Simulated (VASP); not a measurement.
# HfN (Fm-3m) in VASP: a series of runs

HfN is run at these levels: LDA, PBEsol; tasks: single point.

Program: VASP 6.6.1. These are calculated values, not measurements. Logs are shortened: lines on timing, memory, paths and dates and some standing lists are left out, and cuts for length are marked.

## (1) The cell of the first run

The structure is cubic, space group Fm-3m (No. 225). The conventional cell has a = 4.468 Å, b = 4.468 Å, c = 4.468 Å, α = 90.00°, β = 90.00°, γ = 90.00°. Hf (site symmetry m-3m) has 6 N at 2.23 Å within 3.0 Å. Within 3.0 Å of N (site symmetry m-3m) lie 6 Hf at 2.23 Å.

## (2) Single point, LDA

INCAR reads:

```
PREC = Accurate
ENCUT = 520
EDIFF = 1E-6
ISMEAR = -1
SIGMA = 0.1
LREAL = F
LASPH = T
NELM = 100
ALGO = Normal
ISIF = 2
LWAVE = F
LCHARG = T
LELF = T
LVHAR = T
NBANDS = 14
```

KPOINTS reads:

```
Automatic mesh
0
Gamma
  12 12 12
```

POSCAR reads:

```
HfN
1.0
    0.0000000000      2.2340484132      2.2340484132
    2.2340484132      0.0000000000      2.2340484132
    2.2340484132      2.2340484132      0.0000000000
Hf N
1 1
Direct
    0.0000000000      0.0000000000      0.0000000000
    0.5000000000      0.5000000000      0.5000000000
```

Potentials or basis: VASP PAW LDA potentials, release 64 (Hf_pv, N).

Run with:

```
cat potpaw_LDA.64/Hf_pv/POTCAR potpaw_LDA.64/N/POTCAR > POTCAR
mpirun -np 1 vasp_std > vasp.out
```

OUTCAR:

```text
PREC = Accurate
   ENCUT = 520
   EDIFF = 1E-6
   ISMEAR = -1
   LREAL = F
   LASPH = T
   NELM = 100
   ISIF = 2

 ion  position               nearest neighbor table
   1  0.000  0.000  0.000-   2 2.23   2 2.23   2 2.23   2 2.23   2 2.23   2 2.23
   2  0.500  0.500  0.500-   1 2.23   1 2.23   1 2.23   1 2.23   1 2.23   1 2.23

  LATTYP: Found a face centered cubic cell.
 ALAT       =     4.4680968264

  Lattice vectors:

 A1 = (   0.0000000000,   2.2340484132,   2.2340484132)
 A2 = (   2.2340484132,   0.0000000000,   2.2340484132)
 A3 = (   2.2340484132,   2.2340484132,   0.0000000000)

Analysis of symmetry for initial positions (statically):
=====================================================================
 Subroutine PRICEL returns:
 Original cell was already a primitive cell.

 Routine SETGRP: Setting up the symmetry group for a
 face centered cubic supercell.

 Subroutine GETGRP returns: Found 48 space group operations
 (whereof 48 operations were pure point group operations)
 out of a pool of 48 trial point group operations.

The static configuration has the point symmetry O_h .

Analysis of symmetry for dynamics (positions and initial velocities):
=====================================================================
 Subroutine PRICEL returns:
 Original cell was already a primitive cell.

 Routine SETGRP: Setting up the symmetry group for a
 face centered cubic supercell.

 Subroutine GETGRP returns: Found 48 space group operations
 (whereof 48 operations were pure point group operations)
 out of a pool of 48 trial point group operations.

The dynamic configuration has the point symmetry O_h .

 Subroutine INISYM returns: Found 48 space group operations
 (whereof 48 operations are pure point group operations),
 and found     1 'primitive' translations

----------------------------------------------------------------------------------------

                                     Primitive cell

  volume of cell :      22.3001

  direct lattice vectors                    reciprocal lattice vectors
     0.000000000  2.234048413  2.234048413    -0.223808937  0.223808937  0.223808937
     2.234048413  0.000000000  2.234048413     0.223808937 -0.223808937  0.223808937
     2.234048413  2.234048413  0.000000000     0.223808937  0.223808937 -0.223808937

  length of vectors
     3.159421565  3.159421565  3.159421565     0.387648450  0.387648450  0.387648450

  position of ions in fractional coordinates (direct lattice)
     0.000000000  0.000000000  0.000000000
     0.500000000  0.500000000  0.500000000

  ion indices of the primitive-cell ions
   primitive index   ion index
                 1           1
                 2           2

----------------------------------------------------------------------------------------

 KPOINTS: Automatic mesh

Automatic generation of k-mesh.
 Grid dimensions read from file:
 generate k-points for:   12   12   12

 Generating k-lattice:

  Cartesian coordinates                     Fractional coordinates (reciprocal lattice)
    -0.018650745  0.018650745  0.018650745     0.083333333  0.000000000  0.000000000
     0.018650745 -0.018650745  0.018650745     0.000000000  0.083333333  0.000000000
     0.018650745  0.018650745 -0.018650745     0.000000000  0.000000000  0.083333333

  Length of vectors
     0.032304037  0.032304037  0.032304037

  Shift w.r.t. Gamma in fractional coordinates (k-lattice)
     0.000000000  0.000000000  0.000000000

 Subroutine IBZKPT returns following result:
 ===========================================

 Found     72 irreducible k-points:

 Following reciprocal coordinates:
            Coordinates               Weight
  0.000000  0.000000  0.000000      1.000000
  0.083333  0.000000  0.000000      8.000000
  0.166667  0.000000  0.000000      8.000000
  0.250000  0.000000  0.000000      8.000000
  0.333333  0.000000  0.000000      8.000000
  0.416667  0.000000  0.000000      8.000000
[... 16 lines left out ...]
  0.500000  0.166667  0.000000     24.000000
 -0.416667  0.166667  0.000000     24.000000
 [... further k-points ...]
   k-points           NKPTS =     72   k-points in BZ     NKDIM =     72   number of bands    NBANDS=     14
   number of dos      NEDOS =    301   number of ions     NIONS =      2
   total plane-waves  NPLWV =  13824
   dimension x,y,z NGX =    24 NGY =   24 NGZ =   24
   dimension x,y,z NGXF=    48 NGYF=   48 NGZF=   48
   ions per type =               1   1
   NGX,Y,Z   is equivalent  to a cutoff of  12.63, 12.63, 12.63 a.u.
   NGXF,Y,Z  is equivalent  to a cutoff of  25.26, 25.26, 25.26 a.u.
 SYSTEM =  unknown system
   PREC   = accura    normal or accurate (medium, high low for compatibility)
   ISTART =      0    job   : 0-new  1-cont  2-samecut
   ICHARG =      2    charge: 1-file 2-atom 10-const
   ISPIN  =      1    spin polarized calculation?
   LNONCOLLINEAR =      F non collinear calculations
   LSORBIT =      F    spin-orbit coupling
   LASPH  =      T    aspherical Exc in radial PAW
   ENCUT  =  520.0 eV  38.22 Ry    6.18 a.u.   5.87  5.87  5.87*2*pi/ulx,y,z
   NELM   =    100;   NELMIN=  2; NELMDL= -5     # of ELM steps
   EDIFF  = 0.1E-05   stopping-criterion for ELM
   LREAL  =      F    real-space projection
   EDIFFG = 0.1E-04   stopping-criterion for IOM
   NSW    =      0    number of steps for IOM
   IBRION =     -1    ionic relax: 0-MD 1-quasi-New 2-CG
   NFREE  =      0    steps in history (QN), initial steepest desc. (CG)
   ISIF   =      2    stress and relaxation
   ISYM   =      2    0-nonsym 1-usesym 2-fastsym
   POTIM  = 0.5000    time-step for ionic-motion
   TEBEG  =    0.0;   TEEND  =   0.0 temperature during run
   PSTRESS=    0.0 pullay stress
   NELECT =      15.0000    total number of electrons
   NUPDOWN=      -1.0000    fix difference up-down
   EMIN   =  10.00;   EMAX   =-10.00  energy-range for DOS
   EFERMI =   0.00;   METHOD = LEGACY
   ISMEAR =    -1;   SIGMA  =   0.10  broadening in eV -4-tet -1-fermi 0-gaus
   EFERMI_NEDOS =   21; number of points for ismear=-14 and -15
   IALGO  =     38    algorithm
   IMIX   =      4    mixing-type and parameters
     AMIX     =   0.40;   BMIX     =  1.00
     AMIX_MAG =   1.60;   BMIX_MAG =  1.00
  volume/ion in A,a.u.               =      11.15        75.24
  Fermi-wavevector in a.u.,A,eV,Ry     =   1.434397  2.710617 27.993912  2.057494
  Thomas-Fermi vector in A             =   2.553810
   LORBIT       =      0    0 simple, 1 ext, 2 COOP (PROOUT), +10 PAW based schemes
   GGA     = CA    functional components
   LHFCALC =     F    Hartree Fock is set to
   AEXX    =    0.0000 exact exchange contribution
   IVDW    =     0    specifies the selected vdW correction
   LEPSILON=     F    determine dielectric tensor
   LRPA    =     F    only Hartree local field effects (RPA)
 non-spin polarized calculation
  energy-cutoff  :      520.00
  volume of cell :       22.30
 maximum number of plane-waves:       620
   NGX = 11   NGY = 11   NGZ = 11

 number of electron      14.9999999 magnetization

 Free energy of the ion-electron system (eV)
  ---------------------------------------------------
  ext. energy  EPLUGINS =         0.00000000
  ---------------------------------------------------
  free energy    TOTEN  =       -23.88439982 eV

  energy without entropy =      -23.86977884  energy(sigma->0) =      -23.87708933

 E-fermi :   8.4967     XC(G=0): -13.1524

 val. band max:        8.4137136816   @ k =  -0.0833   0.0833   0.0000
 cond. band min:       8.5867466489   @ k =  -0.1667   0.2500   0.0833
 fundamental gap:      0.1730329673
 Fermi energy:         8.4967397823

 k-point     1 :       0.0000    0.0000    0.0000
  band No.  band energies     occupation
      1     -22.3046      2.00000
      2     -22.3046      2.00000
      3     -22.3046      2.00000
      4      -8.9305      2.00000
      5       5.5099      2.00000
      6       5.5099      2.00000
      7       5.5099      2.00000
      8       8.0897      1.96642
      9       8.0897      1.96642
     10       8.0897      1.96642
     11      10.4902      0.00000
     12      10.4902      0.00000
     13      10.8163      0.00000
     14      18.2290      0.00000

 k-point     2 :       0.0833    0.0000    0.0000
  band No.  band energies     occupation
      1     -22.3874      2.00000
      2     -22.3112      2.00000
      3     -22.3112      2.00000
      4      -8.7544      2.00000
      5       4.8243      2.00000
      6       5.0827      2.00000
      7       5.0827      2.00000
      8       8.2922      1.77088
      9       8.3338      1.67223
     10       8.3338      1.67223
     11      11.0521      0.00000
     12      11.0521      0.00000
     13      11.2968      0.00000
     14      18.7885      0.00000

 k-point     3 :       0.1667    0.0000    0.0000
  band No.  band energies     occupation
      1     -22.6061      2.00000
      2     -22.3294      2.00000
      3     -22.3294      2.00000
      4      -8.2665      2.00000
      5       3.4582      2.00000
      6       4.2276      2.00000
      7       4.2276      2.00000
      8       8.6202      0.45081
      9       8.9498      0.02133
     10       8.9498      0.02133
     11      12.3912      0.00000
     12      12.3912      0.00000
     13      12.4088      0.00000
     14      20.0010      0.00000
[... 324 lines left out ...]
 k-point    23 :       0.5000    0.1667    0.0000
  band No.  band energies     occupation
      1     -23.2834      2.00000
      2     -22.5626      2.00000
      3     -22.4683      2.00000
      4      -6.4527      2.00000
      5       0.3979      2.00000
      6       2.5037      2.00000
      7       2.7331      2.00000
      8       9.3939      0.00025
      9      12.2847      0.00000
     10      12.7126      0.00000
     11      15.0018      0.00000
     12      16.3168      0.00000
     13      17.8218      0.00000
     14      19.6180      0.00000

 k-point    24 :      -0.4167    0.1667    0.0000
  band No.  band energies     occupation
      1     -23.2954      2.00000
      2     -22.5995      2.00000
      3     -22.4419      2.00000
      4      -6.3305      2.00000
      5       0.2088      2.00000
      6       2.4595      2.00000
      7       2.6024      2.00000
      8      10.6874      0.00000
      9      11.4303      0.00000
     10      12.1045      0.00000
     11      15.0761      0.00000
     12      17.4199      0.00000
     13      17.5095      0.00000
     14      19.8046      0.00000

 [... further k-points ...]
[... 5 lines left out ...]
  --------------------------------------------------------------------------------------
  -------------------------------------------------------------------------------------
  Total       -0.1749913     -0.1749913     -0.1749913     -0.0000000      0.0000000     -0.0000000
  in kB      -12.5724358    -12.5724358    -12.5724358     -0.0000000      0.0000000     -0.0000000
  external PRESSURE =     -12.5724358 kB  Pullay stress =       0.0000000 kB

 VOLUME and BASIS-vectors are now :
 -----------------------------------------------------------------------------
  energy-cutoff  :      520.00
  volume of cell :       22.30
      direct lattice vectors                 reciprocal lattice vectors
     0.000000000  2.234048413  2.234048413    -0.223808937  0.223808937  0.223808937
     2.234048413  0.000000000  2.234048413     0.223808937 -0.223808937  0.223808937
     2.234048413  2.234048413  0.000000000     0.223808937  0.223808937 -0.223808937

 POSITION                                       TOTAL-FORCE (eV/Angst)
 -----------------------------------------------------------------------------------
      0.00000      0.00000      0.00000         0.000000      0.000000      0.000000
      2.23405      2.23405      2.23405        -0.000000     -0.000000     -0.000000
 -----------------------------------------------------------------------------------
    total drift:                                0.000000     -0.000000     -0.000000

  FREE ENERGIE OF THE ION-ELECTRON SYSTEM (eV)
  ---------------------------------------------------
  free  energy   TOTEN  =       -23.8843998182 eV

  energy  without entropy=      -23.8697788404  energy(sigma->0) =      -23.87708933
```

Run time: 9.1 s. Hardware: 1 thread of Intel Xeon Platinum 8488C (Sapphire Rapids), shared host; peak memory 0.14 GiB.

Results:

| Item | Value |
| --- | --- |
| Free energy | -23.8844 eV |
| Pressure | -1.3 GPa |

Caveat: spin-orbit coupling is left out, which moves the levels of the heavy elements.

## (3) Single point, PBEsol

This run uses another cell than the first one, of 11.40 Å³/atom, 1.023 times its volume.

INCAR reads:

```
SYSTEM = HfN
ALGO = Normal ; EDIFF = 1E-7
ENCUT = 520 ; GGA = PS
ISIF = 2 ; ISMEAR = -1
LASPH = .TRUE. ; LCHARG = .FALSE.
LREAL = .FALSE. ; LWAVE = .FALSE.
NBANDS = 14 ; NELM = 60
PREC = Accurate ; SIGMA = 0.1
```

KPOINTS reads:

```
k-points
0
G
  12 12 12
  0 0 0
```

POSCAR reads:

```
HfN
1.0
    0.0000000000      2.2509011406      2.2509011406
    2.2509011406      0.0000000000      2.2509011406
    2.2509011406      2.2509011406      0.0000000000
Hf N
1 1
Direct
    0.0000000000      0.0000000000      0.0000000000
    0.5000000000      0.5000000000      0.5000000000
```

Potentials or basis: VASP PAW PBE potentials, release 64 (Hf_pv, N).

Run with:

```
cat potpaw_PBE.64/Hf_pv/POTCAR potpaw_PBE.64/N/POTCAR > POTCAR
mpirun -np 1 vasp_std > vasp.out
```

It took 12 s on 1 thread of Intel Xeon Platinum 8488C (Sapphire Rapids), shared host; peak memory 0.15 GiB.

Results (log left out):

| Item | Value |
| --- | --- |
| Free energy | -23.0068 eV |
| Pressure | -2.2 GPa |

Levels at points of the mesh, in eV from the Fermi level:
```
           k point  band 4  band 5  band 6  band 7  band 8  band 9  band 10  band 11  band 12  band 13
(0.00, 0.00, 0.00)  -17.50   -3.00   -3.00   -3.00   -0.37   -0.37    -0.37     1.92     1.97     1.97
(0.50, 0.00, 0.00)  -14.66   -8.96   -6.23   -6.23    3.35    3.77     3.77     4.47     9.00     9.00
(0.50, 0.50, 0.00)  -16.38   -5.39   -3.89   -3.66   -3.66    4.15     5.64     5.64     5.74     8.08
```

Caveat: the PAW data sets were made with another functional, which shifts forces and pressure a little; spin-orbit coupling is left out, which moves the levels of the heavy elements.
